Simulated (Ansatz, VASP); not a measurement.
# CuI: VASP beside Ansatz

```
Cu I
1.0
     3.91207    0.00000    0.00000
     0.00000    3.91207    0.00000
     0.00000    0.00000    5.84528
Cu I
2 2
Direct
  0.50000 0.50000 0.00000
  0.00000 0.00000 0.00000
  0.50000 0.00000 0.29494
  0.00000 0.50000 0.70506
```

Alike in both runs: task single point; functional PBE; dispersion D3(BJ); k mesh 8 × 8 × 6; occupations gaussian, width 0.02 eV; no spin polarisation.

```csv
,VASP,Ansatz
version,VASP 6.6.1,Ansatz 0.2.0
potentials or method,"VASP PAW PBE potentials, release 64 (Cu, I), cutoff 520 eV","scalar-relativistic, plane waves, PAW"
valence electrons in the cell,36,72
```

|  | VASP | Ansatz | Ansatz less VASP |
| --- | --- | --- | --- |
| gap on the k mesh at the Fermi level (eV) | 1.53 | 1.52 | -0.012 |
| least direct gap on the mesh (eV) | 1.53 | 1.52 | -0.012 |
| pressure (GPa) | 4.3 | 4.2 | -0.11 |
| rms of the force components (eV/Å) | 0.004 | 0.000 | -0.0040 |

Atom by atom the forces differ by 0.004 eV/Å (rms over components). VASP's potentials hold 36 valence electrons a cell and Ansatz's 72, so a difference there can come from the potentials and not from the codes.

Neither program's run includes spin-orbit coupling.
